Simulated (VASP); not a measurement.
A run of VASP 6.6.1:

Contents of INCAR:

```
SYSTEM = Ba2ZnP2
PREC = Accurate
ENCUT = 520
EDIFF = 1E-7
ISMEAR = 0
SIGMA = 0.1
LREAL = .False.
LASPH = .True.
NELM = 60
ALGO = Normal
ISIF = 2
LWAVE = .False.
LCHARG = .True.
GGA = PE
LELF = .True.
LVHAR = .True.
NBANDS = 29
```

The input KPOINTS:

```
Automatic mesh
0
Gamma
  6 6 4
  0 0 0
```

POSCAR

```
Ba2ZnP2
1.0
    5.6456761418      0.0000000000      0.0000000000
   -2.8228380709      4.8892989603      0.0000000000
    0.0000000000      0.0000000000      5.5726570438
Ba Zn P
2 1 2
Direct
    0.3333333333      0.6666666667      0.2775000000
    0.6666666667      0.3333333333      0.7225000000
    0.0000000000      0.0000000000      0.0000000000
    0.0000000000      0.0000000000      0.3809000000
    0.0000000000      0.0000000000      0.6191000000
```

Potentials or basis: VASP PAW PBE potentials, release 64 (Ba_sv, Zn, P).

Run with:

```sh
$ cat potpaw_PBE.64/Ba_sv/POTCAR potpaw_PBE.64/Zn/POTCAR potpaw_PBE.64/P/POTCAR > POTCAR
$ mpirun -np 1 vasp_std > vasp.out
```

Hardware: 1 thread of Intel(R) Xeon(R) Platinum 8488C (Sapphire Rapids) (shared host).

Task: How long does it take, and how much memory?

Result: Wall time 94 s on 1 thread of Intel(R) Xeon(R) Platinum 8488C (Sapphire Rapids) (shared host), peak memory 0.31 GiB. Counts: scf iterations 16, k points 24.
